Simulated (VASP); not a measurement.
# ZnS in VASP: single point with PBE

Aim: the single point of ZnS with PBE.

Program: VASP 6.6.1. These are calculated values, not measurements. Logs are shortened: lines on timing, memory, paths and dates and some standing lists are left out, and cuts for length are marked.

## (1) The cell of the first run

The cell holds a sheet with vacuum, 8 atoms: a = 6.800 Å, b = 3.923 Å, c = 29.372 Å, α = 90.00°, β = 90.00°, γ = 90.02°.

## (2) Single point, PBE

Contents of INCAR:

```
SYSTEM = ZnS
PREC = Accurate ; ENCUT = 520
EDIFF = 1E-7 ; ISMEAR = 0
SIGMA = 0.1 ; LREAL = .False.
LASPH = .True. ; NELM = 60
ALGO = Normal ; ISIF = 2
LWAVE = .False. ; LCHARG = .False.
LDIPOL = .True. ; IDIPOL = 3
DIPOL = 0.5 0.5 0.289 ; GGA = PE
NBANDS = 46
```

Contents of KPOINTS:

```
Automatic mesh
0
Gamma
  4 4 1
  0 0 0
```

Contents of POSCAR:

```
ZnS
1.0
    6.8000595232     -0.0073567581      0.0000000000
    0.0028691926      3.9225470712      0.0000000000
    0.0000000000      0.0000000000     29.3724558400
Zn S
4 4
Direct
    0.2912302206      0.7506796764      0.2548168735
    0.7910193852      0.2493929032      0.2547552951
    0.4589787838      0.2504610755      0.3238094230
    0.9587714201      0.7494655015      0.3237805242
    0.9582577043      0.7495890784      0.2364221063
    0.4580771674      0.2506351402      0.2363909292
    0.2918062075      0.7499540954      0.3425335211
    0.7918591112      0.2498225295      0.3425854540
```

Potentials or basis: VASP PAW PBE potentials, release 64 (Zn, S).

Started as:

```bash
> cat potpaw_PBE.64/Zn/POTCAR potpaw_PBE.64/S/POTCAR > POTCAR
> mpirun -np 1 vasp_std > vasp.out
```

OUTCAR:

```text
SYSTEM = ZnS
   PREC = Accurate
   ENCUT = 520
   EDIFF = 1E-7
   ISMEAR = 0
   LREAL = .False.
   LASPH = .True.
   NELM = 60
   ISIF = 2
   GGA = PE

 ion  position               nearest neighbor table
   1  0.291  0.751  0.255-   5 2.33   6 2.33   6 2.33   7 2.58   4 3.04   3 3.04   3 3.04
   2  0.791  0.249  0.255-   6 2.33   5 2.33   5 2.33   8 2.58   3 3.04   4 3.04   4 3.04
   3  0.459  0.250  0.324-   8 2.33   7 2.33   7 2.33   6 2.57   2 3.04   1 3.04   1 3.04
   4  0.959  0.749  0.324-   7 2.33   8 2.33   8 2.33   5 2.57   1 3.04   2 3.04   2 3.04
   5  0.958  0.750  0.236-   1 2.33   2 2.33   2 2.33   4 2.57
   6  0.458  0.251  0.236-   2 2.33   1 2.33   1 2.33   3 2.57
   7  0.292  0.750  0.343-   4 2.33   3 2.33   3 2.33   1 2.58
   8  0.792  0.250  0.343-   3 2.33   4 2.33   4 2.33   2 2.58

  Warning from LATTYP: Monoclinic adjustment (A1->A3, A2->A1, A3->A2)!
  LATTYP: Found a simple monoclinic cell.
 ALAT       =     3.9225481206
 B/A-ratio  =     7.4881059294
 C/A-ratio  =     1.7335831948
 COS(beta)  =    -0.0003504048

  Lattice vectors:

 A1 = (   0.0028691926,   3.9225470712,   0.0000000000)
 A2 = (   0.0000000000,   0.0000000000,  29.3724558400)
 A3 = (   6.8000595232,  -0.0073567581,   0.0000000000)

Analysis of symmetry for initial positions (statically):
=====================================================================
 Subroutine PRICEL returns:
 Original cell was already a primitive cell.

 Routine SETGRP: Setting up the symmetry group for a
 simple monoclinic supercell.

 Subroutine GETGRP returns: Found  1 space group operations
 (whereof  1 operations were pure point group operations)
 out of a pool of  4 trial point group operations.

The static configuration has the point symmetry C_1 .

Analysis of symmetry for dynamics (positions and initial velocities):
=====================================================================
 Subroutine PRICEL returns:
 Original cell was already a primitive cell.

 Routine SETGRP: Setting up the symmetry group for a
 simple monoclinic supercell.

 Subroutine GETGRP returns: Found  1 space group operations
 (whereof  1 operations were pure point group operations)
 out of a pool of  4 trial point group operations.

The dynamic configuration has the point symmetry C_1 .

 Subroutine INISYM returns: Found  1 space group operations
 (whereof  1 operations are pure point group operations),
 and found     1 'primitive' translations

----------------------------------------------------------------------------------------

                                     Primitive cell

  volume of cell :     783.4684

  direct lattice vectors                    reciprocal lattice vectors
     6.800059523 -0.007356758  0.000000000     0.147057420 -0.000107567  0.000000000
     0.002869193  3.922547071  0.000000000     0.000275807  0.254936191  0.000000000
     0.000000000  0.000000000 29.372455840     0.000000000  0.000000000  0.034045502

  length of vectors
     6.800063503  3.922548121 29.372455840     0.147057459  0.254936340  0.034045502

  position of ions in fractional coordinates (direct lattice)
     0.291230221  0.750679676  0.254816873
     0.791019385  0.249392903  0.254755295
     0.458978784  0.250461075  0.323809423
     0.958771420  0.749465501  0.323780524
     0.958257704  0.749589078  0.236422106
     0.458077167  0.250635140  0.236390929
     0.291806208  0.749954095  0.342533521
     0.791859111  0.249822530  0.342585454

  ion indices of the primitive-cell ions
   primitive index   ion index
                 1           1
                 2           2
                 3           3
                 4           4
                 5           5
                 6           6
                 7           7
                 8           8

----------------------------------------------------------------------------------------

 KPOINTS: Automatic mesh

Automatic generation of k-mesh.
 Grid dimensions read from file:
 generate k-points for:    4    4    1

 Generating k-lattice:

  Cartesian coordinates                     Fractional coordinates (reciprocal lattice)
     0.036764355 -0.000026892  0.000000000     0.250000000  0.000000000  0.000000000
     0.000068952  0.063734048  0.000000000     0.000000000  0.250000000  0.000000000
     0.000000000  0.000000000  0.034045502     0.000000000  0.000000000  1.000000000

  Length of vectors
     0.036764365  0.063734085  0.034045502

  Shift w.r.t. Gamma in fractional coordinates (k-lattice)
     0.000000000  0.000000000  0.000000000

 Subroutine IBZKPT returns following result:
 ===========================================

 Found     10 irreducible k-points:

 Following reciprocal coordinates:
            Coordinates               Weight
  0.000000  0.000000  0.000000      1.000000
  0.250000 -0.000000  0.000000      2.000000
  0.500000 -0.000000  0.000000      1.000000
 -0.000000  0.250000  0.000000      2.000000
  0.250000  0.250000  0.000000      2.000000
  0.500000  0.250000  0.000000      2.000000
 -0.250000  0.250000  0.000000      2.000000
 -0.000000  0.500000  0.000000      1.000000
  0.250000  0.500000  0.000000      2.000000
  0.500000  0.500000  0.000000      1.000000
   k-points           NKPTS =     10   k-points in BZ     NKDIM =     10   number of bands    NBANDS=     46
   number of dos      NEDOS =    301   number of ions     NIONS =      8
   total plane-waves  NPLWV = 362880
   dimension x,y,z NGX =    54 NGY =   30 NGZ =  224
   dimension x,y,z NGXF=   108 NGYF=   60 NGZF=  448
   ions per type =               4   4
   NGX,Y,Z   is equivalent  to a cutoff of  13.20, 12.71, 12.68 a.u.
   NGXF,Y,Z  is equivalent  to a cutoff of  26.40, 25.43, 25.36 a.u.
 SYSTEM =  ZnS
   PREC   = accura    normal or accurate (medium, high low for compatibility)
   ISTART =      0    job   : 0-new  1-cont  2-samecut
   ICHARG =      2    charge: 1-file 2-atom 10-const
   ISPIN  =      1    spin polarized calculation?
   LNONCOLLINEAR =      F non collinear calculations
   LSORBIT =      F    spin-orbit coupling
   LASPH  =      T    aspherical Exc in radial PAW
   ENCUT  =  520.0 eV  38.22 Ry    6.18 a.u.  12.64  7.29 54.61*2*pi/ulx,y,z
   NELM   =     60;   NELMIN=  2; NELMDL= -5     # of ELM steps
   EDIFF  = 0.1E-06   stopping-criterion for ELM
   LREAL  =      F    real-space projection
   EDIFFG = 0.1E-05   stopping-criterion for IOM
   NSW    =      0    number of steps for IOM
   IBRION =     -1    ionic relax: 0-MD 1-quasi-New 2-CG
   NFREE  =      0    steps in history (QN), initial steepest desc. (CG)
   ISIF   =      2    stress and relaxation
   ISYM   =      2    0-nonsym 1-usesym 2-fastsym
   POTIM  = 0.5000    time-step for ionic-motion
   TEBEG  =    0.0;   TEEND  =   0.0 temperature during run
   PSTRESS=    0.0 pullay stress
   NELECT =      72.0000    total number of electrons
   NUPDOWN=      -1.0000    fix difference up-down
   EMIN   =  10.00;   EMAX   =-10.00  energy-range for DOS
   EFERMI =   0.00;   METHOD = LEGACY
   ISMEAR =     0;   SIGMA  =   0.10  broadening in eV -4-tet -1-fermi 0-gaus
   EFERMI_NEDOS =   21; number of points for ismear=-14 and -15
   IALGO  =     38    algorithm
   IMIX   =      4    mixing-type and parameters
     AMIX     =   0.40;   BMIX     =  1.00
     AMIX_MAG =   1.60;   BMIX_MAG =  1.00
  volume/ion in A,a.u.               =      97.93       660.89
  Fermi-wavevector in a.u.,A,eV,Ry     =   0.738774  1.396081  7.425891  0.545788
  Thomas-Fermi vector in A             =   1.832778
   LORBIT       =      0    0 simple, 1 ext, 2 COOP (PROOUT), +10 PAW based schemes
   GGA     = PE    functional components
   LHFCALC =     F    Hartree Fock is set to
   AEXX    =    0.0000 exact exchange contribution
   IVDW    =     0    specifies the selected vdW correction
   LEPSILON=     F    determine dielectric tensor
   LRPA    =     F    only Hartree local field effects (RPA)
 non-spin polarized calculation
 Gauss-broadening in eV      SIGMA  =   0.10
  energy-cutoff  :      520.00
  volume of cell :      783.47
 maximum number of plane-waves:     21147
 NGX is ok and might be reduce to    54
   NGX = 25   NGY = 15   NGZ =109

 dipolmoment           0.000000      0.000000     -0.000001 electrons x Angstroem

 number of electron      71.9999970 magnetization

 dipolmoment           0.000000      0.000000      0.006735 electrons x Angstroem

 Free energy of the ion-electron system (eV)
  ---------------------------------------------------
  ext. energy  EPLUGINS =         0.00000000
  ---------------------------------------------------
  free energy    TOTEN  =       -26.26896568 eV

  energy without entropy =      -26.26896568  energy(sigma->0) =      -26.26896568

 E-fermi :  -4.2033     XC(G=0):  -2.3078

 val. band max:       -4.6518785988   @ k =   0.0000   0.0000   0.0000
 cond. band min:      -2.0973059811   @ k =   0.0000   0.0000   0.0000
 fundamental gap:      2.5545726177
 Fermi energy:        -4.2033204685

 k-point     1 :       0.0000    0.0000    0.0000
  band No.  band energies     occupation
      1     -17.2770      2.00000
      2     -16.5909      2.00000
      3     -16.4628      2.00000
      4     -16.2183      2.00000
      5     -10.9296      2.00000
      6     -10.9270      2.00000
[... 38 lines left out ...]
     45       1.7305      0.00000
     46       1.8632      0.00000

 k-point     2 :       0.2500   -0.0000    0.0000
  band No.  band energies     occupation
      1     -17.1813      2.00000
      2     -16.6222      2.00000
      3     -16.5302      2.00000
      4     -16.2526      2.00000
      5     -10.9385      2.00000
      6     -10.8918      2.00000
[... 38 lines left out ...]
     45       1.6626      0.00000
     46       1.9317      0.00000

 k-point     3 :       0.5000   -0.0000    0.0000
  band No.  band energies     occupation
      1     -16.9280      2.00000
      2     -16.9266      2.00000
      3     -16.3847      2.00000
      4     -16.3839      2.00000
      5     -10.9302      2.00000
      6     -10.9297      2.00000
[... 38 lines left out ...]
     45       2.0330      0.00000
     46       2.0333      0.00000

 k-point     4 :      -0.0000    0.2500    0.0000
  band No.  band energies     occupation
      1     -17.0057      2.00000
      2     -16.4267      2.00000
      3     -16.3338      2.00000
      4     -16.2196      2.00000
      5     -10.9368      2.00000
      6     -10.8303      2.00000
[... 38 lines left out ...]
     45       1.9550      0.00000
     46       2.1640      0.00000

 k-point     5 :       0.2500    0.2500    0.0000
  band No.  band energies     occupation
      1     -16.9271      2.00000
      2     -16.4753      2.00000
      3     -16.3843      2.00000
      4     -16.2155      2.00000
      5     -10.9276      2.00000
      6     -10.8027      2.00000
[... 38 lines left out ...]
     45       2.0325      0.00000
     46       2.3399      0.00000

 k-point     6 :       0.5000    0.2500    0.0000
  band No.  band energies     occupation
      1     -16.7221      2.00000
      2     -16.7207      2.00000
      3     -16.2882      2.00000
      4     -16.2874      2.00000
      5     -10.8827      2.00000
      6     -10.8823      2.00000
[... 38 lines left out ...]
     45       2.3494      0.00000
     46       2.3511      0.00000

 k-point     7 :      -0.2500    0.2500    0.0000
  band No.  band energies     occupation
      1     -16.9273      2.00000
      2     -16.4751      2.00000
      3     -16.3845      2.00000
      4     -16.2152      2.00000
      5     -10.9277      2.00000
      6     -10.8026      2.00000
[... 38 lines left out ...]
     45       2.0321      0.00000
     46       2.3375      0.00000

 k-point     8 :      -0.0000    0.5000    0.0000
  band No.  band energies     occupation
      1     -16.4757      2.00000
      2     -16.4742      2.00000
      3     -16.2158      2.00000
      4     -16.2153      2.00000
      5     -10.7730      2.00000
      6     -10.7720      2.00000
[... 38 lines left out ...]
     45       2.5815      0.00000
     46       2.5877      0.00000

 k-point     9 :       0.2500    0.5000    0.0000
  band No.  band energies     occupation
      1     -16.4693      2.00000
      2     -16.4682      2.00000
      3     -16.2173      2.00000
      4     -16.2168      2.00000
      5     -10.7667      2.00000
      6     -10.7660      2.00000
[... 38 lines left out ...]
     45       2.6764      0.00000
     46       2.6794      0.00000

 k-point    10 :       0.5000    0.5000    0.0000
  band No.  band energies     occupation
      1     -16.4626      2.00000
      2     -16.4622      2.00000
      3     -16.2190      2.00000
      4     -16.2184      2.00000
      5     -10.7683      2.00000
      6     -10.7676      2.00000
[... 38 lines left out ...]
     45       3.5253      0.00000
     46       3.5280      0.00000

------------------------ aborting loop because EDIFF is reached ----------------------------------------

 vacuum level on the upper side and lower side of the slab       (xc-potential included)         0.015        -0.030

  FORCE on cell =-STRESS in cart. coord.  units (eV):
  Direction    XX          YY          ZZ          XY          YZ          ZX
  --------------------------------------------------------------------------------------
  -------------------------------------------------------------------------------------
  Total        0.0169659      0.2796517      0.2015577      0.0125647      0.0018435      0.0112379
  in kB        0.0346949      0.5718821      0.4121815      0.0256946      0.0037698      0.0229814
  external PRESSURE =       0.3395862 kB  Pullay stress =       0.0000000 kB

 VOLUME and BASIS-vectors are now :
 -----------------------------------------------------------------------------
  energy-cutoff  :      520.00
  volume of cell :      783.47
      direct lattice vectors                 reciprocal lattice vectors
     6.800059523 -0.007356758  0.000000000     0.147057420 -0.000107567  0.000000000
     0.002869193  3.922547071  0.000000000     0.000275807  0.254936191  0.000000000
     0.000000000  0.000000000 29.372455840     0.000000000  0.000000000  0.034045502

 POSITION                                       TOTAL-FORCE (eV/Angst)
 -----------------------------------------------------------------------------------
      1.98254      2.94243      7.48460         0.006306     -0.002691      0.001878
      5.37969      0.97244      7.48279         0.011833      0.002075      0.001185
      3.12180      0.97907      9.51108        -0.010735     -0.008612      0.052892
      6.52185      2.93276      9.51023        -0.006956      0.009267      0.051580
      6.51836      2.93325      6.94430        -0.013522      0.002630     -0.046541
      3.11567      0.97976      6.94338        -0.002169     -0.002867     -0.047350
      1.98645      2.93958     10.06105         0.008927      0.010820     -0.005379
      5.38541      0.97412     10.06258         0.006316     -0.010622     -0.008265
 -----------------------------------------------------------------------------------
    total drift:                               -0.000266      0.000051      0.000786

  FREE ENERGIE OF THE ION-ELECTRON SYSTEM (eV)
  ---------------------------------------------------
  free  energy   TOTEN  =       -26.2689656803 eV

  energy  without entropy=      -26.2689656803  energy(sigma->0) =      -26.26896568

 vacuum level on the upper side and lower side of the slab         1.652         1.607
```

It took 7.1 min on 1 thread of Intel Xeon 6975P-C (Granite Rapids), shared host; peak memory 0.86 GiB.

What came out:

- Free energy: -26.2690 eV
- Largest force: 0.055 eV/Å
- Band gap on the k mesh: 2.55 eV

Forces on the atoms (eV/Å):
```
Zn   0.006 -0.003  0.002
Zn   0.012  0.002  0.001
Zn  -0.011 -0.009  0.053
Zn  -0.007  0.009  0.052
S   -0.014  0.003 -0.047
S   -0.002 -0.003 -0.047
S    0.009  0.011 -0.005
S    0.006 -0.011 -0.008
```

Levels at points of the mesh, in eV from the valence-band top:
```csv
k point,band 32,band 33,band 34,band 35,band 36,band 37,band 38,band 39,band 40,band 41
"(0.00, 0.00, 0.00)",-0.61,-0.59,-0.36,-0.01,0.00,2.55,2.75,3.50,4.33,4.90
"(0.50, 0.00, 0.00)",-1.39,-0.54,-0.54,-0.25,-0.25,3.85,3.85,4.25,4.25,5.29
"(0.00, 0.50, 0.00)",-1.76,-1.62,-1.61,-0.54,-0.54,5.12,5.13,5.33,5.34,5.73
"(0.50, 0.50, 0.00)",-1.79,-1.02,-1.02,-0.58,-0.58,3.48,3.48,4.31,4.32,4.92
```
